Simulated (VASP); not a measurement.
# V (Im-3m) in VASP: notebook

V is run at these levels: PBE+U, PBE0; tasks: single point.

All numbers are computed with VASP 6.6.1; they aren't measurements. Logs are shortened: lines on timing, memory, paths and dates and some standing lists are left out, and cuts for length are marked.

## (1) The cell of the first run

The structure is cubic, space group Im-3m (No. 229). The conventional cell has a = 3.029 Å, b = 3.029 Å, c = 3.029 Å, α = 90.00°, β = 90.00°, γ = 90.00°. Within 3.5 Å of V (site symmetry m-3m) lie 14 V at 2.62 to 3.03 Å.

## (2) Single point, PBE+U

Input file INCAR:

```
SYSTEM = V
PREC = Accurate ; ENCUT = 520
EDIFF = 1E-6 ; ISMEAR = -1
SIGMA = 0.05 ; LREAL = .False.
LASPH = .True. ; NELM = 150
ALGO = Normal ; ISIF = 2
LWAVE = .False. ; LCHARG = .False.
LMAXMIX = 4 ; LDAU = .True.
LDAUTYPE = 2 ; LDAUL = 2
LDAUU = 6 ; LDAUJ = 0
LDAUPRINT = 1 ; GGA = PE
NBANDS = 20
```

Input file KPOINTS:

```
regular mesh
0
Gamma
  9 5 9
  0 0 0
```

Input file POSCAR:

```
V
1.0
    0.0000000000      0.0000000000      3.0287000000
    3.0287000000     -3.0287000000      0.0000000000
    1.5143500000      1.5143500000     -1.5143500000
V
2
Direct
    0.0000000000      0.0000000000      0.0000000000
    0.5000000000      0.5000000000      0.0000000000
```

Potentials or basis: VASP PAW PBE potentials, release 64 (V_sv).

Launch:

```bash
$ cat potpaw_PBE.64/V_sv/POTCAR > POTCAR
$ mpirun -np 1 vasp_std > vasp.out
```

OUTCAR:

```text
SYSTEM = V
   PREC = Accurate
   ENCUT = 520
   EDIFF = 1E-6
   ISMEAR = -1
   LREAL = .False.
   LASPH = .True.
   NELM = 150
   ISIF = 2
   GGA = PE

 ion  position               nearest neighbor table
   1  0.000  0.000  0.000-   2 2.62   2 2.62   2 2.62   2 2.62
   2  0.500  0.500  0.000-   1 2.62   1 2.62   1 2.62   1 2.62

  LATTYP: Found a base centered orthorhombic cell.
 ALAT       =     3.0287000000
 B/A-ratio  =     1.4142135624
 C/A-ratio  =     1.4142135624

  Lattice vectors:

 A1 = (  -1.5143500000,  -1.5143500000,  -1.5143500000)
 A2 = (   1.5143500000,   1.5143500000,  -1.5143500000)
 A3 = (   3.0287000000,  -3.0287000000,   0.0000000000)

Analysis of symmetry for initial positions (statically):
=====================================================================
 Subroutine PRICEL returns following result:

  LATTYP: Found a body centered cubic cell.
 ALAT       =     3.0287000000

  Lattice vectors:

 A1 = (  -1.5143500000,  -1.5143500000,   1.5143500000)
 A2 = (   1.5143500000,  -1.5143500000,  -1.5143500000)
 A3 = (   1.5143500000,   1.5143500000,   1.5143500000)

   2 primitive cells build up your supercell.

 Routine SETGRP: Setting up the symmetry group for a
 base centered orthorhombic supercell.

 Subroutine GETGRP returns: Found  8 space group operations
 (whereof  8 operations were pure point group operations)
 out of a pool of  8 trial point group operations.

The static configuration has the point symmetry D_2h.

Analysis of symmetry for dynamics (positions and initial velocities):
=====================================================================
 Subroutine PRICEL returns following result:

  LATTYP: Found a body centered cubic cell.
 ALAT       =     3.0287000000

  Lattice vectors:

 A1 = (  -1.5143500000,  -1.5143500000,   1.5143500000)
 A2 = (   1.5143500000,  -1.5143500000,  -1.5143500000)
 A3 = (   1.5143500000,   1.5143500000,   1.5143500000)

   2 primitive cells build up your supercell.

 Routine SETGRP: Setting up the symmetry group for a
[... 180 lines left out ...]
 onsite density matrix

spin component  1

  0.3562  0.0000  0.0068 -0.0000  0.0000
  0.0000  0.3453  0.0000  0.0150  0.0000
  0.0068  0.0000  0.2048 -0.0000 -0.0000
 -0.0000  0.0150 -0.0000  0.3453 -0.0000
  0.0000  0.0000 -0.0000 -0.0000  0.2047

spin component  2

  0.3562  0.0000  0.0068 -0.0000  0.0000
  0.0000  0.3453  0.0000  0.0150  0.0000
  0.0068  0.0000  0.2048 -0.0000 -0.0000
 -0.0000  0.0150 -0.0000  0.3453 -0.0000
  0.0000  0.0000 -0.0000 -0.0000  0.2047

 occupancies and eigenvectors

  o =  0.2045  v = -0.0448  0.0000  0.9990  0.0000  0.0000  0.0000  0.0000  0.0000  0.0000  0.0000      0.0000  0.0000  0.0000  0.0000  0.0000  0.0000  0.0000  0.0000  0.0000  0.0000
  o =  0.2045  v =  0.0000  0.0000  0.0000  0.0000  0.0000 -0.0448  0.0000  0.9990  0.0000  0.0000      0.0000  0.0000  0.0000  0.0000  0.0000  0.0000  0.0000  0.0000  0.0000  0.0000
  o =  0.2047  v =  0.0000 -0.0000 -0.0000  0.0000  1.0000  0.0000  0.0000  0.0000  0.0000  0.0000      0.0000  0.0000  0.0000  0.0000  0.0000  0.0000  0.0000  0.0000  0.0000  0.0000
  o =  0.2047  v =  0.0000  0.0000  0.0000  0.0000  0.0000  0.0000 -0.0000 -0.0000  0.0000  1.0000      0.0000  0.0000  0.0000  0.0000  0.0000  0.0000  0.0000  0.0000  0.0000  0.0000
  o =  0.3304  v =  0.0000  0.0000  0.0000  0.0000  0.0000 -0.0000  0.7071 -0.0000 -0.7071  0.0000      0.0000  0.0000  0.0000  0.0000  0.0000  0.0000  0.0000  0.0000  0.0000  0.0000
  o =  0.3304  v = -0.0000  0.7071 -0.0000 -0.7071  0.0000  0.0000  0.0000  0.0000  0.0000  0.0000      0.0000  0.0000  0.0000  0.0000  0.0000  0.0000  0.0000  0.0000  0.0000  0.0000
  o =  0.3565  v = -0.9990 -0.0000 -0.0448 -0.0000 -0.0000  0.0000  0.0000  0.0000  0.0000  0.0000      0.0000  0.0000  0.0000  0.0000  0.0000  0.0000  0.0000  0.0000  0.0000  0.0000
  o =  0.3565  v =  0.0000  0.0000  0.0000  0.0000  0.0000 -0.9990 -0.0000 -0.0448 -0.0000 -0.0000      0.0000  0.0000  0.0000  0.0000  0.0000  0.0000  0.0000  0.0000  0.0000  0.0000
  o =  0.3603  v = -0.0000  0.7071 -0.0000  0.7071 -0.0000  0.0000  0.0000  0.0000  0.0000  0.0000      0.0000  0.0000  0.0000  0.0000  0.0000  0.0000  0.0000  0.0000  0.0000  0.0000
  o =  0.3603  v =  0.0000  0.0000  0.0000  0.0000  0.0000 -0.0000  0.7071 -0.0000  0.7071 -0.0000      0.0000  0.0000  0.0000  0.0000  0.0000  0.0000  0.0000  0.0000  0.0000  0.0000

 number of electron      25.9999992 magnetization

 Free energy of the ion-electron system (eV)
  ---------------------------------------------------
  ext. energy  EPLUGINS =         0.00000000
  ---------------------------------------------------
  free energy    TOTEN  =        -5.55937729 eV

  energy without entropy =       -5.52784378  energy(sigma->0) =       -5.54361053

 E-fermi :   9.8284     XC(G=0): -12.7988

 val. band max:        9.8258218658   @ k =   0.1111   0.2000  -0.0000
 cond. band min:       9.8311199584   @ k =   0.1111   0.2000   0.1111
 fundamental gap:      0.0052980925
 Fermi energy:         9.8284316578

 k-point     1 :       0.0000    0.0000    0.0000
  band No.  band energies     occupation
      1     -54.9365      2.00000
      2     -54.7660      2.00000
      3     -29.0629      2.00000
      4     -28.5266      2.00000
      5     -28.2765      2.00000
      6     -28.2716      2.00000
[... 541 lines left out ...]
     19      13.3296      0.00000
     20      13.8823      0.00000

 [... further k-points ...]

------------------------ aborting loop because EDIFF is reached ----------------------------------------

  FORCE on cell =-STRESS in cart. coord.  units (eV):
  Direction    XX          YY          ZZ          XY          YZ          ZX
  --------------------------------------------------------------------------------------
  -------------------------------------------------------------------------------------
  Total        2.0970441      2.0970441      1.9731825     -0.4050692      0.0000000      0.0000000
  in kB      120.9342666    120.9342666    113.7913009    -23.3599027      0.0000000      0.0000000
  external PRESSURE =     118.5532781 kB  Pullay stress =       0.0000000 kB

 VOLUME and BASIS-vectors are now :
 -----------------------------------------------------------------------------
  energy-cutoff  :      520.00
  volume of cell :       27.78
      direct lattice vectors                 reciprocal lattice vectors
     0.000000000  0.000000000  3.028700000     0.165087331  0.165087331  0.330174662
     3.028700000 -3.028700000  0.000000000     0.165087331 -0.165087331  0.000000000
     1.514350000  1.514350000 -1.514350000     0.330174662  0.330174662  0.000000000

 POSITION                                       TOTAL-FORCE (eV/Angst)
 -----------------------------------------------------------------------------------
      0.00000      0.00000      0.00000         0.000000     -0.000000     -0.000000
      1.51435     -1.51435      1.51435        -0.000000      0.000000      0.000000
 -----------------------------------------------------------------------------------
    total drift:                               -0.000000      0.000000      0.000000

  FREE ENERGIE OF THE ION-ELECTRON SYSTEM (eV)
  ---------------------------------------------------
  free  energy   TOTEN  =        -5.5593772879 eV

  energy  without entropy=       -5.5278437781  energy(sigma->0) =       -5.54361053
```

OSZICAR:

```text
N       E                     dE             d eps       ncg     rms          rms(c)
DAV:   1     0.306386834974E+03    0.30639E+03   -0.15074E+04  3000   0.151E+03
DAV:   2    -0.505641548242E+00   -0.30689E+03   -0.30081E+03  3072   0.480E+02
DAV:   3    -0.906834711975E+01   -0.85627E+01   -0.84086E+01  3284   0.933E+01
[... 11 lines left out ...]
DAV:  15    -0.555935973732E+01   -0.42617E-04   -0.38314E-04  3492   0.948E-02    0.943E-03
DAV:  16    -0.555936844699E+01   -0.87097E-05   -0.89227E-05  2916   0.405E-02    0.691E-03
DAV:  17    -0.555937094697E+01   -0.25000E-05   -0.17966E-05  2468   0.205E-02    0.814E-03
DAV:  18    -0.555937658742E+01   -0.56405E-05   -0.28869E-05  2484   0.243E-02    0.461E-03
DAV:  19    -0.555937728795E+01   -0.70053E-06   -0.34858E-06  2068   0.886E-03
   1 F= -.55593773E+01 E0= -.55436105E+01  d E =-.315335E-01
```

stdout:

```text
POSCAR found type information on POSCAR V
 POSCAR found :  1 types and       2 ions
 scaLAPACK will be used
 LDA part: xc-table for (Slater+PW92), standard interpolation
 POSCAR, INCAR and KPOINTS ok, starting setup
 FFT: planning ... GRIDC
 FFT: planning ... GRID_SOFT
 FFT: planning ... GRID
 WAVECAR not read
 entering main loop
```

Wall time 41 s (1 thread of Intel Xeon Platinum 8259CL at 2.50GHz (Skylake/Cascade Lake), shared host); peak memory 0.16 GiB.

What came out:

```yaml
Free_energy: -5.5594 eV
Pressure: 11.9 GPa
Band_gap_on_the_k_mesh: zero (bands 13 and 14 overlap by 1.38 eV)
```

Eigenvalues of the final occupation matrices:
| site | spin | trace | eigenvalues |
| --- | --- | --- | --- |
| site 1 d | 1 | 1.46 | 0.20 0.20 0.33 0.36 0.36 |
| site 1 d | 2 | 1.46 | 0.20 0.20 0.33 0.36 0.36 |
| site 2 d | 1 | 1.46 | 0.20 0.20 0.33 0.36 0.36 |
| site 2 d | 2 | 1.46 | 0.20 0.20 0.33 0.36 0.36 |

Caveat: the cell stands under pressure; U without spin polarisation on a metal has little footing; the U is typed as a test and isn't derived for this compound.

## (3) Single point, PBE0, collinear spin, ferromagnetic start

This run uses another cell than the first one: it holds 1 atom, not 2.

Input file POSCAR:

```
V
1.0
   -1.4914566526      1.4914566526      1.4914566526
    1.4914566526     -1.4914566526      1.4914566526
    1.4914566526      1.4914566526     -1.4914566526
V
1
Direct
    0.0000000000      0.0000000000      0.0000000000
```

Input file INCAR.step1:

```
PREC = Accurate ; ENCUT = 520
EDIFF = 1E-5 ; ISMEAR = -1
SIGMA = 0.05 ; LREAL = F
LASPH = T ; NELM = 150
ALGO = Normal ; ISIF = 2
LWAVE = T ; LCHARG = F
ISPIN = 2 ; MAGMOM = 2
LORBIT = 11 ; LMAXMIX = 4
GGA = PE ; NBANDS = 16
```

Input file INCAR.step2:

```
PREC = Accurate ; ENCUT = 520
EDIFF = 1E-7 ; ISMEAR = -1
SIGMA = 0.05 ; LREAL = F
LASPH = T ; NELM = 150
ALGO = Normal ; ISIF = 2
LWAVE = F ; LCHARG = F
ISPIN = 2 ; MAGMOM = 2
LORBIT = 11 ; LMAXMIX = 4
GGA = PE ; LHFCALC = T
AEXX = 0.25 ; PRECFOCK = Normal
ISTART = 1 ; NBANDS = 16
```

Input file KPOINTS:

```
regular mesh
0
Gamma
  6 6 6
```

Potentials or basis: VASP PAW PBE potentials, release 64 (V_sv).

Launch:

```bash
$ cat potpaw_PBE.64/V_sv/POTCAR > POTCAR
$ cp INCAR.step1 INCAR
$ mpirun -np 1 vasp_std > vasp.out
$ cp INCAR.step2 INCAR
$ mpirun -np 1 vasp_std > vasp.out
```

Wall time 40 min (1 thread of Oxide Virtual Turin-like, shared host); peak memory 0.1 GiB.

It converged, with:

* Free energy: -12.0744 eV
* Pressure: -1.5 GPa
* Net moment: 0.78 μB per cell
* Site moments: V +0.65 μB
* Valence electrons inside the program's atomic spheres: V 11.63

Levels at points of the mesh, in eV from the Fermi level:
Spin up:
| k point | band 4 | band 5 | band 6 | band 7 | band 8 | band 9 | band 10 | band 11 |
| --- | --- | --- | --- | --- | --- | --- | --- | --- |
| (0.00, 0.00, 0.00) | -41.41 | -8.91 | -0.95 | -0.95 | -0.95 | 3.56 | 3.56 | 21.51 |
| (0.50, 0.00, 0.00) | -41.41 | -5.10 | -3.01 | 1.11 | 3.25 | 3.83 | 4.45 | 11.21 |
| (0.50, 0.50, 0.50) | -42.12 | -4.44 | -4.44 | 4.05 | 4.05 | 4.05 | 10.84 | 10.84 |
Spin down:
```
           k point  band 2  band 3  band 4  band 5  band 6  band 7  band 8  band 9  band 10  band 11
(0.00, 0.00, 0.00)  -40.66  -40.66  -40.66   -8.19    1.72    1.72    1.72    3.70     3.70    22.06
(0.50, 0.00, 0.00)  -41.70  -40.97  -40.67   -4.16   -1.28    2.03    3.82    4.03     5.91    12.06
(0.50, 0.50, 0.50)  -41.34  -41.34  -41.34   -4.19   -4.19    5.50    5.50    5.50    11.64    11.64
```

Caveat: the k points lie up to 0.50 Å⁻¹ apart; the PAW data sets were made with another functional, which shifts forces and pressure a little.

The gap in the log of VASP goes by the Fermi energy; the results here count the filled bands.